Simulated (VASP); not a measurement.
Here is a VASP 6.6.1 calculation.

INCAR

```
PREC     = Accurate       # precision mode
ENCUT    = 520            # plane-wave cutoff, eV
EDIFF    = 1E-7           # SCF threshold, eV
ISMEAR   = 0              # smearing method
SIGMA    = 0.1            # smearing width, eV
LREAL    = False          # projectors in reciprocal space
LASPH    = True           # aspherical terms in the spheres
NELM     = 100            # most SCF steps
ALGO     = Normal         # electronic algorithm
ISIF     = 2              # what is computed and relaxed
LWAVE    = False          # write WAVECAR
LCHARG   = False          # write CHGCAR
GGA      = PE             # functional
NBANDS   = 26             # bands
```

File KPOINTS:

```
Automatic mesh
0
Gamma
  1 1 1
```

Contents of POSCAR:

```
InSb
1.0
    5.9204200000      0.0000000000      0.0000000000
    0.0000000000      5.9380040000      0.0000000000
    0.0000000000      0.0000000000      3.2224990000
In Sb
2 2
Direct
    0.0000000000      0.0000000000      0.0088050000
    0.5000000000      0.5000000000      0.9911950000
    0.0000000000      0.5000000000      0.2769970000
    0.5000000000      0.0000000000      0.7230030000
```

Potentials or basis: VASP PAW PBE potentials, release 64 (In_d, Sb).

Launch:

```console
$ cat potpaw_PBE.64/In_d/POTCAR potpaw_PBE.64/Sb/POTCAR > POTCAR
$ mpirun -np 1 vasp_gam > vasp.out
```

Problem. Predict the largest force.

Solution. 0.108 eV/Å.

Problem. Estimate the pressure.

Solution. -15.6 GPa.

Stress tensor (GPa, compression positive):
```
 21.73   0.00   0.00
  0.00  21.23   0.00
  0.00   0.00 -89.78
```

Caveat: the k points lie up to 1.95 Å⁻¹ apart.
